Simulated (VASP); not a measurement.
# O2H2 in VASP: single point with PBE+D3(BJ)

Aim: the single point of O2H2 with PBE+D3(BJ).

Program: VASP 6.6.1. These are calculated values, not measurements. Logs are shortened: lines on timing, memory, paths and dates and some standing lists are left out, and cuts for length are marked.

## 1. The cell of the first run

The cell holds a molecule in a box, 4 atoms: a = 14.000 Å, b = 14.500 Å, c = 15.000 Å, α = 90.00°, β = 90.00°, γ = 90.00°.

## 2. Single point, PBE+D3(BJ)

The input, INCAR:

```
ALGO = Normal
EDIFF = 1E-6
ENCUT = 1000
GGA = PE
GGA_COMPAT = False
ISIF = 2
ISMEAR = 0
ISYM = 0
IVDW = 12
LASPH = True
LCHARG = True
LELF = True
LREAL = False
LVHAR = True
LWAVE = False
NBANDS = 15
NELM = 120
NELMDL = -8
PREC = Accurate
SIGMA = 0.005
```

The input, KPOINTS:

```
k-points
0
Gamma
  1 1 1
```

The input, POSCAR:

```
HO
1.0
   14.0000000000      0.0000000000      0.0000000000
    0.0000000000     14.5000000000      0.0000000000
    0.0000000000      0.0000000000     15.0000000000
O H
2 2
Direct
    0.4538078077      0.5189988608      0.5244575539
    0.5444587010      0.5197596106      0.4758933737
    0.4158941639      0.4799032808      0.4850264212
    0.5841083943      0.4843547889      0.5170574125
```

Potentials or basis: VASP PAW PBE potentials, release 64 (O_h, H_h).

Run with:

```sh
cat potpaw_PBE.64/O_h/POTCAR potpaw_PBE.64/H_h/POTCAR > POTCAR
mpirun -np 1 vasp_gam > vasp.out
```

OUTCAR:

```text
EDIFF = 1E-6
   ENCUT = 1000
   GGA = PE
   ISIF = 2
   ISMEAR = 0
   ISYM = 0
   IVDW = 12
   LASPH = True
   LREAL = False
   NELM = 120
   NELMDL = -8
   PREC = Accurate
 IVDW          = 12

 ion  position               nearest neighbor table
   1  0.454  0.519  0.524-   3 0.98   2 1.46
   2  0.544  0.520  0.476-   4 0.98   1 1.46
   3  0.416  0.480  0.485-   1 0.98
   4  0.584  0.484  0.517-   2 0.98

IMPORTANT INFORMATION: All symmetrisations will be switched off!
NOSYMM: (Re-)initialisation of all symmetry stuff for point group C_1.

----------------------------------------------------------------------------------------

                                     Primitive cell

  volume of cell :    3045.0000

  direct lattice vectors                    reciprocal lattice vectors
    14.000000000  0.000000000  0.000000000     0.071428571  0.000000000  0.000000000
     0.000000000 14.500000000  0.000000000     0.000000000  0.068965517  0.000000000
     0.000000000  0.000000000 15.000000000     0.000000000  0.000000000  0.066666667

  length of vectors
    14.000000000 14.500000000 15.000000000     0.071428571  0.068965517  0.066666667

  position of ions in fractional coordinates (direct lattice)
     0.453807808  0.518998861  0.524457554
     0.544458701  0.519759611  0.475893374
     0.415894164  0.479903281  0.485026421
     0.584108394  0.484354789  0.517057413

  ion indices of the primitive-cell ions
   primitive index   ion index
                 1           1
                 2           2
                 3           3
                 4           4

----------------------------------------------------------------------------------------

 KPOINTS: k-points

Automatic generation of k-mesh.
 Grid dimensions read from file:
 generate k-points for:    1    1    1

 Generating k-lattice:

  Cartesian coordinates                     Fractional coordinates (reciprocal lattice)
     0.071428571  0.000000000  0.000000000     1.000000000  0.000000000  0.000000000
     0.000000000  0.068965517  0.000000000     0.000000000  1.000000000  0.000000000
     0.000000000  0.000000000  0.066666667     0.000000000  0.000000000  1.000000000

  Length of vectors
     0.071428571  0.068965517  0.066666667

  Shift w.r.t. Gamma in fractional coordinates (k-lattice)
     0.000000000  0.000000000  0.000000000

 Subroutine IBZKPT returns following result:
 ===========================================

 Found      1 irreducible k-points:

 Following reciprocal coordinates:
            Coordinates               Weight
  0.000000  0.000000  0.000000      1.000000
   k-points           NKPTS =      1   k-points in BZ     NKDIM =      1   number of bands    NBANDS=     15
   number of dos      NEDOS =    301   number of ions     NIONS =      4
   total plane-waves  NPLWV = ******
   dimension x,y,z NGX =   144 NGY =  150 NGZ =  160
   dimension x,y,z NGXF=   288 NGYF=  300 NGZF=  320
   ions per type =               2   2
   NGX,Y,Z   is equivalent  to a cutoff of  17.10, 17.20, 17.73 a.u.
   NGXF,Y,Z  is equivalent  to a cutoff of  34.20, 34.40, 35.47 a.u.
 SYSTEM =  unknown system
   PREC   = accura    normal or accurate (medium, high low for compatibility)
   ISTART =      0    job   : 0-new  1-cont  2-samecut
   ICHARG =      2    charge: 1-file 2-atom 10-const
   ISPIN  =      1    spin polarized calculation?
   LNONCOLLINEAR =      F non collinear calculations
   LSORBIT =      F    spin-orbit coupling
   LASPH  =      T    aspherical Exc in radial PAW
   ENCUT  = 1000.0 eV  73.50 Ry    8.57 a.u.  36.10 37.39 38.68*2*pi/ulx,y,z
   NELM   =    120;   NELMIN=  2; NELMDL= -8     # of ELM steps
   EDIFF  = 0.1E-05   stopping-criterion for ELM
   LREAL  =      F    real-space projection
   EDIFFG = 0.1E-04   stopping-criterion for IOM
   NSW    =      0    number of steps for IOM
   IBRION =     -1    ionic relax: 0-MD 1-quasi-New 2-CG
   NFREE  =      0    steps in history (QN), initial steepest desc. (CG)
   ISIF   =      2    stress and relaxation
   ISYM   =      0    0-nonsym 1-usesym 2-fastsym
   POTIM  = 0.5000    time-step for ionic-motion
   TEBEG  =    0.0;   TEEND  =   0.0 temperature during run
   PSTRESS=    0.0 pullay stress
   NELECT =      14.0000    total number of electrons
   NUPDOWN=      -1.0000    fix difference up-down
   EMIN   =  10.00;   EMAX   =-10.00  energy-range for DOS
   EFERMI =   0.00;   METHOD = LEGACY
   ISMEAR =     0;   SIGMA  =   0.01  broadening in eV -4-tet -1-fermi 0-gaus
   EFERMI_NEDOS =   21; number of points for ismear=-14 and -15
   IALGO  =     38    algorithm
   IMIX   =      4    mixing-type and parameters
     AMIX     =   0.40;   BMIX     =  1.00
     AMIX_MAG =   1.60;   BMIX_MAG =  1.00
  volume/ion in A,a.u.               =     761.25      5137.17
  Fermi-wavevector in a.u.,A,eV,Ry     =   0.272221  0.514423  1.008250  0.074104
  Thomas-Fermi vector in A             =   1.112538
   LORBIT       =      0    0 simple, 1 ext, 2 COOP (PROOUT), +10 PAW based schemes
   GGA     = PE    functional components
   LHFCALC =     F    Hartree Fock is set to
   AEXX    =    0.0000 exact exchange contribution
   IVDW    =    12    specifies the selected vdW correction
   LEPSILON=     F    determine dielectric tensor
   LRPA    =     F    only Hartree local field effects (RPA)
 non-spin polarized calculation
 Gauss-broadening in eV      SIGMA  =   0.01
  energy-cutoff  :     1000.00
  volume of cell :     3045.00
 maximum number of plane-waves:    109278
   NGX = 73   NGY = 75   NGZ = 77

 number of electron      13.9999999 magnetization

 Free energy of the ion-electron system (eV)
  ---------------------------------------------------
  ext. energy  EPLUGINS =         0.00000000
  ---------------------------------------------------
  free energy    TOTEN  =       -18.28282966 eV

  energy without entropy =      -18.28282966  energy(sigma->0) =      -18.28282966

 E-fermi :  -6.4440     XC(G=0):  -0.2578

 val. band max:       -6.4716071093   @ k =   0.0000   0.0000   0.0000
 cond. band min:      -1.5111016031   @ k =   0.0000   0.0000   0.0000
 fundamental gap:      4.9605055063
 Fermi energy:        -6.4440177613

 k-point     1 :       0.0000    0.0000    0.0000
  band No.  band energies     occupation
      1     -28.0510      2.00000
      2     -22.4757      2.00000
      3     -13.3237      2.00000
      4     -11.9477      2.00000
      5     -10.2806      2.00000
      6      -7.4548      2.00000
      7      -6.4716      2.00000
      8      -1.5111      0.00000
      9      -0.8211      0.00000
     10       0.1587      0.00000
     11       0.2341      0.00000
     12       0.5844      0.00000
     13       0.6207      0.00000
     14       0.6827      0.00000
     15       0.7136      0.00000

------------------------ aborting loop because EDIFF is reached ----------------------------------------

 Edisp (eV)   -0.02251

 E8    (eV) :    -0.0057

  FORCE on cell =-STRESS in cart. coord.  units (eV):
  Direction    XX          YY          ZZ          XY          YZ          ZX
  --------------------------------------------------------------------------------------
  -------------------------------------------------------------------------------------
  Total       0.00868    -0.03250    -0.02780     0.00032    -0.00035    -0.01830
  in kB       0.00457    -0.01710    -0.01463     0.00017    -0.00018    -0.00963
  external pressure =       -0.01 kB  Pullay stress =        0.00 kB

 VOLUME and BASIS-vectors are now :
 -----------------------------------------------------------------------------
  energy-cutoff  :     1000.00
  volume of cell :     3045.00
      direct lattice vectors                 reciprocal lattice vectors
    14.000000000  0.000000000  0.000000000     0.071428571  0.000000000  0.000000000
     0.000000000 14.500000000  0.000000000     0.000000000  0.068965517  0.000000000
     0.000000000  0.000000000 15.000000000     0.000000000  0.000000000  0.066666667

 POSITION                                       TOTAL-FORCE (eV/Angst)
 -----------------------------------------------------------------------------------
      6.35331      7.52548      7.86686        -0.024393     -0.006895     -0.003405
      7.62242      7.53651      7.13840         0.024620     -0.005052      0.004051
      5.82252      6.95860      7.27540         0.000542      0.006140      0.008395
      8.17752      7.02314      7.75586        -0.000769      0.005808     -0.009041
 -----------------------------------------------------------------------------------
    total drift:                               -0.000144      0.000264      0.000468

  FREE ENERGIE OF THE ION-ELECTRON SYSTEM (eV)
  ---------------------------------------------------
  free  energy   TOTEN  =       -18.3053402888 eV

  energy  without entropy=      -18.3053402888  energy(sigma->0) =      -18.30534029
```

Run time: 14 min. Hardware: 1 thread of AMD EPYC 7R13 (Zen 3), shared host; peak memory 4.8 GiB.

Results:

```yaml
Free_energy: -18.3053 eV
Largest_force: 0.026 eV/Å
Gap_between_the_frontier_levels: 4.96 eV
Dispersion_energy_per_atom: -0.006 eV
```

Forces on the atoms (eV/Å):
```
O   -0.024 -0.007 -0.003
O    0.025 -0.005  0.004
H    0.001  0.006  0.008
H   -0.001  0.006 -0.009
```
